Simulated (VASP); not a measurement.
Se, 4 atoms in the cell. It takes space group P6_3/mmc (No. 194, hexagonal). The conventional cell has a = 3.732 Å, b = 3.732 Å, c = 7.370 Å, α = 90.00°, β = 90.00°, γ = 120.00°. Within 3.7 Å of Se (site symmetry -3m) lie 8 Se at 2.83 to 3.68 Å. Se (site symmetry -6m2) has 6 Se at 2.83 Å within 3.7 Å. 

```yaml
Program: VASP 6.6.1
Task: relaxation of cell and atoms
Functional: r2SCAN
Potentials_or_basis: VASP PAW PBE potentials, release 64 (Se)
Cutoff: 600 eV
k_mesh: 6 × 6 × 4
Occupations: gaussian, width 0.1 eV
Spin: no spin polarisation
Dipole_correction: no
Further_INCAR_settings: ALGO = Normal; EDIFF = 1e-06; IBRION = 2; EDIFFG = -0.04; NSW = 90; ISIF = 3
```

Potentials or basis: VASP PAW PBE potentials, release 64 (Se).

Run with:

```sh
$ cat potpaw_PBE.64/Se/POTCAR > POTCAR
$ cp INCAR.step1 INCAR
$ mpirun -np 1 vasp_std > vasp.out
$ cp INCAR.step2 INCAR
$ mpirun -np 1 vasp_std > vasp.out
```

Hardware: 1 thread of AMD EPYC 9R45 (Zen 5), with other jobs on the host.

Problem. How long does it take, and how much memory?

Solution. Run time: 4.5 min on 1 thread of AMD EPYC 9R45 (Zen 5), with other jobs on the host, peak memory 0.21 GiB. Counts: k points 21, ion steps 3.
